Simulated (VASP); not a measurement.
# Zn2GeN3 (P-3m1) in VASP: notebook

Zn2GeN3 is run at these levels: PBE; tasks: relaxation of cell and atoms, single point.

Everything below comes from runs of VASP 6.6.1. Logs are shortened: lines on timing, memory, paths and dates and some standing lists are left out, and cuts for length are marked.

## (1) The cell of the first run

The structure is trigonal, space group P-3m1 (No. 164). Conventional cell: a = 3.376 Å, b = 3.376 Å, c = 8.376 Å, α = 90.00°, β = 90.00°, γ = 120.00°. Within 3.2 Å of Zn (site symmetry 3m) lie 6 N at 2.43 to 2.44 Å. Ge (site symmetry -3m) has 6 N at 2.33 Å within 3.1 Å. Within 3.6 Å of N (site symmetry 3m) lie 3 Ge at 2.33 Å and 3 Zn at 2.44 Å and 12 N at 3.21 to 3.51 Å. Within 3.2 Å of N (site symmetry -3m) lie 6 Zn at 2.43 Å.

The cell was generated, and may not be a known phase.

## (2) Relaxation of cell and atoms, PBE

INCAR

```
SYSTEM = Zn2GeN3
  PREC = Accurate
  ENCUT = 600
  EDIFF = 1E-6
  ISMEAR = 0
  SIGMA = 0.1
  LREAL = .False.
  LASPH = .True.
  NELM = 80
  ALGO = Normal
  ISIF = 3
  LWAVE = .False.
  LCHARG = .False.
  GGA = PE
  IBRION = 2
  NSW = 90
  EDIFFG = -0.04
```

KPOINTS

```
Automatic mesh
0
Gamma
  6 6 2
  0 0 0
```

POSCAR

```
Zn2GeN3
1.0
    3.3756742500      0.0000000000      0.0000000000
   -1.6878371300      2.9234196600      0.0000000000
    0.0000000000      0.0000000000      8.3763732200
Zn Ge N
2 1 3
Direct
    0.3333333300      0.6666666700      0.8271350300
    0.6666666700      0.3333333300      0.1728649700
    0.0000000000      0.0000000000      0.5000000000
    0.3333333300      0.6666666700      0.3480919900
    0.6666666700      0.3333333300      0.6519080100
    0.0000000000      0.0000000000      0.0000000000
```

Potentials or basis: VASP PAW PBE potentials, release 64 (Zn, Ge_d, N).

Run with:

```
$ cat potpaw_PBE.64/Zn/POTCAR potpaw_PBE.64/Ge_d/POTCAR potpaw_PBE.64/N/POTCAR > POTCAR
$ mpirun -np 1 vasp_std > vasp.out
```

OUTCAR:

```text
SYSTEM = Zn2GeN3
   PREC = Accurate
   ENCUT = 600
   EDIFF = 1E-6
   ISMEAR = 0
   LREAL = .False.
   LASPH = .True.
   NELM = 80
   ISIF = 3
   GGA = PE
   IBRION = 2
   NSW = 90
   EDIFFG = -0.04

 ion  position               nearest neighbor table
   1  0.333  0.667  0.827-
   2  0.667  0.333  0.173-
   3  0.000  0.000  0.500-   4 2.33   5 2.33   5 2.33   4 2.33   5 2.33   4 2.33
   4  0.333  0.667  0.348-   3 2.33   3 2.33   3 2.33
   5  0.667  0.333  0.652-   3 2.33   3 2.33   3 2.33
   6  0.000  0.000  0.000-

  LATTYP: Found a hexagonal cell.
 ALAT       =     3.3756742500
 C/A-ratio  =     2.4813926344

  Lattice vectors:

 A1 = (   3.3756742500,   0.0000000000,   0.0000000000)
 A2 = (  -1.6878371300,   2.9234196600,   0.0000000000)
 A3 = (   0.0000000000,   0.0000000000,   8.3763732200)

Analysis of symmetry for initial positions (statically):
=====================================================================
 Subroutine PRICEL returns:
 Original cell was already a primitive cell.

 Routine SETGRP: Setting up the symmetry group for a
 hexagonal supercell.

 Subroutine GETGRP returns: Found 12 space group operations
 (whereof 12 operations were pure point group operations)
 out of a pool of 24 trial point group operations.

The static configuration has the point symmetry D_3d.

Analysis of symmetry for dynamics (positions and initial velocities):
=====================================================================
 Subroutine PRICEL returns:
 Original cell was already a primitive cell.

 Routine SETGRP: Setting up the symmetry group for a
 hexagonal supercell.

 Subroutine GETGRP returns: Found 12 space group operations
 (whereof 12 operations were pure point group operations)
 out of a pool of 24 trial point group operations.

The dynamic configuration has the point symmetry D_3d.

 Subroutine INISYM returns: Found 12 space group operations
 (whereof 12 operations are pure point group operations),
 and found     1 'primitive' translations

----------------------------------------------------------------------------------------

                                     Primitive cell

  volume of cell :      82.6623

  direct lattice vectors                    reciprocal lattice vectors
     3.375674250  0.000000000  0.000000000     0.296237115  0.171032578  0.000000000
    -1.687837130  2.923419660  0.000000000     0.000000000  0.342065155  0.000000000
     0.000000000  0.000000000  8.376373220     0.000000000  0.000000000  0.119383410

  length of vectors
     3.375674250  3.375674256  8.376373220     0.342065156  0.342065155  0.119383410

  position of ions in fractional coordinates (direct lattice)
     0.333333330  0.666666670  0.827135030
     0.666666670  0.333333330  0.172864970
     0.000000000  0.000000000  0.500000000
     0.333333330  0.666666670  0.348091990
     0.666666670  0.333333330  0.651908010
     0.000000000  0.000000000  0.000000000

  ion indices of the primitive-cell ions
   primitive index   ion index
                 1           1
                 2           2
                 3           3
                 4           4
                 5           5
                 6           6

----------------------------------------------------------------------------------------

 KPOINTS: Automatic mesh

Automatic generation of k-mesh.
 Grid dimensions read from file:
 generate k-points for:    6    6    2

 Generating k-lattice:

  Cartesian coordinates                     Fractional coordinates (reciprocal lattice)
     0.049372852  0.028505430  0.000000000     0.166666667 -0.000000000  0.000000000
     0.000000000  0.057010859  0.000000000     0.000000000  0.166666667  0.000000000
     0.000000000  0.000000000  0.059691705     0.000000000  0.000000000  0.500000000

  Length of vectors
     0.057010859  0.057010859  0.059691705

  Shift w.r.t. Gamma in fractional coordinates (k-lattice)
     0.000000000  0.000000000  0.000000000

 Subroutine IBZKPT returns following result:
 ===========================================

 Found     14 irreducible k-points:

 Following reciprocal coordinates:
            Coordinates               Weight
  0.000000  0.000000  0.000000      1.000000
  0.166667  0.000000  0.000000      6.000000
  0.333333  0.000000  0.000000      6.000000
  0.500000  0.000000  0.000000      3.000000
  0.166667  0.166667  0.000000      6.000000
  0.333333  0.166667  0.000000     12.000000
  0.333333  0.333333  0.000000      2.000000
  0.000000  0.000000  0.500000      1.000000
  0.166667  0.000000  0.500000      6.000000
  0.333333  0.000000  0.500000      6.000000
  0.500000  0.000000  0.500000      3.000000
  0.166667  0.166667  0.500000      6.000000
  0.333333  0.166667  0.500000     12.000000
  0.333333  0.333333  0.500000      2.000000
   k-points           NKPTS =     14   k-points in BZ     NKDIM =     14   number of bands    NBANDS=     31
   number of dos      NEDOS =    301   number of ions     NIONS =      6
   total plane-waves  NPLWV =  54880
   dimension x,y,z NGX =    28 NGY =   28 NGZ =   70
   dimension x,y,z NGXF=    56 NGYF=   56 NGZF=  140
   ions per type =               2   1   3
   NGX,Y,Z   is equivalent  to a cutoff of  13.79, 13.79, 13.89 a.u.
   NGXF,Y,Z  is equivalent  to a cutoff of  27.58, 27.58, 27.79 a.u.
 SYSTEM =  Zn2GeN3
   PREC   = accura    normal or accurate (medium, high low for compatibility)
   ISTART =      0    job   : 0-new  1-cont  2-samecut
   ICHARG =      2    charge: 1-file 2-atom 10-const
   ISPIN  =      1    spin polarized calculation?
   LNONCOLLINEAR =      F non collinear calculations
   LSORBIT =      F    spin-orbit coupling
   LASPH  =      T    aspherical Exc in radial PAW
   ENCUT  =  600.0 eV  44.10 Ry    6.64 a.u.   6.74  6.74 16.73*2*pi/ulx,y,z
   NELM   =     80;   NELMIN=  2; NELMDL= -5     # of ELM steps
   EDIFF  = 0.1E-05   stopping-criterion for ELM
   LREAL  =      F    real-space projection
   EDIFFG = -.4E-01   stopping-criterion for IOM
   NSW    =     90    number of steps for IOM
   IBRION =      2    ionic relax: 0-MD 1-quasi-New 2-CG
   NFREE  =      1    steps in history (QN), initial steepest desc. (CG)
   ISIF   =      3    stress and relaxation
   ISYM   =      2    0-nonsym 1-usesym 2-fastsym
   POTIM  = 0.5000    time-step for ionic-motion
   TEBEG  =    0.0;   TEEND  =   0.0 temperature during run
   PSTRESS=    0.0 pullay stress
   NELECT =      53.0000    total number of electrons
   NUPDOWN=      -1.0000    fix difference up-down
   EMIN   =  10.00;   EMAX   =-10.00  energy-range for DOS
   EFERMI =   0.00;   METHOD = LEGACY
   ISMEAR =     0;   SIGMA  =   0.10  broadening in eV -4-tet -1-fermi 0-gaus
   EFERMI_NEDOS =   21; number of points for ismear=-14 and -15
   IALGO  =     38    algorithm
   IMIX   =      4    mixing-type and parameters
     AMIX     =   0.40;   BMIX     =  1.00
     AMIX_MAG =   1.60;   BMIX_MAG =  1.00
  volume/ion in A,a.u.               =      13.78        92.97
  Fermi-wavevector in a.u.,A,eV,Ry     =   1.411663  2.667655 27.113568  1.992791
  Thomas-Fermi vector in A             =   2.533491
   LORBIT       =      0    0 simple, 1 ext, 2 COOP (PROOUT), +10 PAW based schemes
   GGA     = PE    functional components
   LHFCALC =     F    Hartree Fock is set to
   AEXX    =    0.0000 exact exchange contribution
   IVDW    =     0    specifies the selected vdW correction
   LEPSILON=     F    determine dielectric tensor
   LRPA    =     F    only Hartree local field effects (RPA)
 conjugate gradient relaxation of ions
 non-spin polarized calculation
 Gauss-broadening in eV      SIGMA  =   0.10
  energy-cutoff  :      600.00
  volume of cell :       82.66
 maximum number of plane-waves:      2793
 NGX is ok and might be reduce to    28
   NGX = 13   NGY = 13   NGZ = 33

--------------------------------------- Ionic step        1  -------------------------------------------

 number of electron      52.9999988 magnetization

 Free energy of the ion-electron system (eV)
  ---------------------------------------------------
  ext. energy  EPLUGINS =         0.00000000
  ---------------------------------------------------
  free energy    TOTEN  =       -26.43456353 eV

  energy without entropy =      -26.41840109  energy(sigma->0) =      -26.42648231

 E-fermi :   2.2878     XC(G=0): -10.8608

 val. band max:        2.2476389020   @ k =   0.3333   0.1667   0.0000
 cond. band min:       2.2970169393   @ k =   0.3333   0.0000   0.0000
 fundamental gap:      0.0493780372
 Fermi energy:         2.2877759353

 k-point     1 :       0.0000    0.0000    0.0000
  band No.  band energies     occupation
      1     -22.2057      2.00000
      2     -22.1903      2.00000
      3     -22.1903      2.00000
      4     -22.1839      2.00000
      5     -22.1839      2.00000
      6     -12.3702      2.00000
[... 23 lines left out ...]
     30       5.5935      0.00000
     31       8.5762      0.00000

 k-point     2 :       0.1667    0.0000    0.0000
  band No.  band energies     occupation
      1     -22.2026      2.00000
      2     -22.1935      2.00000
      3     -22.1876      2.00000
      4     -22.1856      2.00000
      5     -22.1823      2.00000
      6     -12.0563      2.00000
[... 684 lines left out ...]
 VOLUME and BASIS-vectors are now :
 -----------------------------------------------------------------------------
  energy-cutoff  :      600.00
  volume of cell :       60.01
      direct lattice vectors                 reciprocal lattice vectors
     2.998520028  0.000000001  0.000000000     0.333497856  0.192545077  0.000000000
    -1.499260018  2.596794521 -0.000000000    -0.000000000  0.385090153  0.000000000
     0.000000000 -0.000000000  7.706792956    -0.000000000  0.000000000  0.129755659

 POSITION                                       TOTAL-FORCE (eV/Angst)
 -----------------------------------------------------------------------------------
     -0.00000      1.73120      6.46764         0.000000     -0.000000      0.078145
      1.49926      0.86560      1.23915        -0.000000      0.000000     -0.078145
      0.00000     -0.00000      3.85340         0.000000      0.000000      0.000000
     -0.00000      1.73120      2.74935        -0.000000      0.000000     -0.012054
      1.49926      0.86560      4.95745         0.000000     -0.000000      0.012054
      0.00000      0.00000      0.00000         0.000000      0.000000      0.000000
 -----------------------------------------------------------------------------------
    total drift:                               -0.000000      0.000000      0.000000

  FREE ENERGIE OF THE ION-ELECTRON SYSTEM (eV)
  ---------------------------------------------------
  free  energy   TOTEN  =       -29.4085327555 eV

  energy  without entropy=      -29.3988657660  energy(sigma->0) =      -29.40369926

--------------------------------------- Ionic step        8  -------------------------------------------

 number of electron      52.9999996 magnetization

 Free energy of the ion-electron system (eV)
  ---------------------------------------------------
  ext. energy  EPLUGINS =         0.00000000
  ---------------------------------------------------
  free energy    TOTEN  =       -29.40934655 eV

  energy without entropy =      -29.39980622  energy(sigma->0) =      -29.40457638

 E-fermi :   5.2290     XC(G=0): -12.5249

 val. band max:        5.1628050409   @ k =   0.3333   0.1667   0.0000
 cond. band min:       5.2982017101   @ k =   0.5000   0.0000   0.5000
 fundamental gap:      0.1353966691
 Fermi energy:         5.2289993802

 k-point     1 :       0.0000    0.0000    0.0000
  band No.  band energies     occupation
      1     -19.1407      2.00000
      2     -19.1407      2.00000
      3     -19.1360      2.00000
      4     -19.0700      2.00000
      5     -19.0700      2.00000
      6     -12.3122      2.00000
[... 23 lines left out ...]
     30      10.5221      0.00000
     31      13.4976      0.00000

 k-point     2 :       0.1667    0.0000    0.0000
  band No.  band energies     occupation
      1     -19.1659      2.00000
      2     -19.1201      2.00000
      3     -19.1166      2.00000
      4     -19.0856      2.00000
      5     -19.0697      2.00000
      6     -11.8368      2.00000
[... 436 lines left out ...]
  FORCE on cell =-STRESS in cart. coord.  units (eV):
  Direction    XX          YY          ZZ          XY          YZ          ZX
  --------------------------------------------------------------------------------------
  -------------------------------------------------------------------------------------
  Total       -0.0119965     -0.0119965     -0.0961588      0.0000000      0.0000000      0.0000000
  in kB       -0.3204686     -0.3204686     -2.5687487      0.0000000      0.0000000      0.0000000
  external PRESSURE =      -1.0698953 kB  Pullay stress =       0.0000000 kB

 VOLUME and BASIS-vectors are now :
 -----------------------------------------------------------------------------
  energy-cutoff  :      600.00
  volume of cell :       59.98
      direct lattice vectors                 reciprocal lattice vectors
     3.000233879  0.000000001  0.000000000     0.333307349  0.192435088  0.000000000
    -1.500116943  2.598278759 -0.000000000    -0.000000000  0.384870175  0.000000000
     0.000000000 -0.000000000  7.693731370    -0.000000000  0.000000000  0.129975944

 POSITION                                       TOTAL-FORCE (eV/Angst)
 -----------------------------------------------------------------------------------
     -0.00000      1.73219      6.46088         0.000000     -0.000000      0.036433
      1.50012      0.86609      1.23285        -0.000000      0.000000     -0.036433
      0.00000     -0.00000      3.84687        -0.000000     -0.000000      0.000000
     -0.00000      1.73219      2.74388        -0.000000      0.000000     -0.016844
      1.50012      0.86609      4.94985         0.000000     -0.000000      0.016844
      0.00000      0.00000      0.00000        -0.000000      0.000000      0.000000
 -----------------------------------------------------------------------------------
    total drift:                                0.000000      0.000000     -0.000000

  FREE ENERGIE OF THE ION-ELECTRON SYSTEM (eV)
  ---------------------------------------------------
  free  energy   TOTEN  =       -29.4093465512 eV

  energy  without entropy=      -29.3998062179  energy(sigma->0) =      -29.40457638

 reached required accuracy - stopping structural energy minimisation
```

It took 3 min on 1 thread of Intel Xeon Platinum 8488C (Sapphire Rapids), shared host; peak memory 0.25 GiB.

What came out:

* Free energy: -29.4093 eV
* Relaxed volume: 10.00 Å³/atom
* Relaxed cell: a = 3.000 Å, b = 3.000 Å, c = 7.694 Å, α = 90.00°, β = 90.00°, γ = 120.00°
* Space group after relaxing (to 0.1 Å): P-3m1 (No. 164)
* Energy gained by relaxing: 495.8 meV/atom
* Ionic steps: 8
* Pressure after relaxing: -0.1 GPa
* Largest force after relaxing: 0.036 eV/Å
* Band gap on the k mesh: zero (an odd number of electrons rules out a gap without spin polarisation)

Forces on the atoms (eV/Å):
```
Zn   0.000  0.000  0.036
Zn   0.000  0.000 -0.036
Ge   0.000  0.000  0.000
N    0.000  0.000 -0.017
N    0.000  0.000  0.017
N    0.000  0.000  0.000
```

Step by step:
| step | energy change (eV) | largest force (eV/Å) | pressure (GPa) | volume (Å³) |
| --- | --- | --- | --- | --- |
| 1 | 0.0000 | 0.9304 | -27.40 | 82.66 |
| 2 | -2.8530 | 0.9069 | 7.29 | 57.55 |
| 3 | -2.8878 | 0.9404 | 1.12 | 59.31 |
| 4 | -2.9652 | 0.2721 | 1.61 | 59.32 |
| 5 | -2.9690 | 0.0961 | 1.94 | 59.33 |
| 6 | -2.9724 | 0.0674 | -1.29 | 60.40 |
| 7 | -2.9740 | 0.0781 | -0.23 | 60.01 |
| 8 | -2.9748 | 0.0364 | -0.11 | 59.98 |

Final structure:
```cif
data_structure
_symmetry_space_group_name_H-M 'P 1'
_symmetry_Int_Tables_number 1
_cell_length_a 3.0002
_cell_length_b 3.0002
_cell_length_c 7.6937
_cell_angle_alpha 90.000
_cell_angle_beta 90.000
_cell_angle_gamma 120.000
_cell_volume 59.98
loop_
_atom_site_label
_atom_site_type_symbol
_atom_site_fract_x
_atom_site_fract_y
_atom_site_fract_z
_atom_site_occupancy
Zn1 Zn 0.33333 0.66667 0.83976 1
Zn2 Zn 0.66667 0.33333 0.16024 1
Ge1 Ge 0.00000 0.00000 0.50000 1
N1 N 0.33333 0.66667 0.35664 1
N2 N 0.66667 0.33333 0.64336 1
N3 N 0.00000 0.00000 0.00000 1
```

Levels at points of the mesh, in eV from the Fermi level:
```csv
k point,band 24,band 25,band 26,band 27,band 28,band 29
"(0.00, 0.00, 0.00)",-0.61,-0.61,0.58,0.58,1.88,4.81
"(0.50, 0.00, 0.00)",-1.36,-1.30,-0.72,-0.41,1.25,5.68
"(0.00, 0.00, 0.50)",-0.67,-0.67,0.60,0.60,3.17,4.31
"(0.50, 0.00, 0.50)",-2.93,-1.41,0.07,0.15,2.10,4.09
```

Caveat: the k points lie up to 0.41 Å⁻¹ apart in the final cell, too coarse for converged energies and pressures of a metal; the volume moved by over 15 % at a fixed basis, so the end points are rough.

(Continued in part 2 of 2.)

The gap in the log of VASP goes by the Fermi energy; the results here count the filled bands.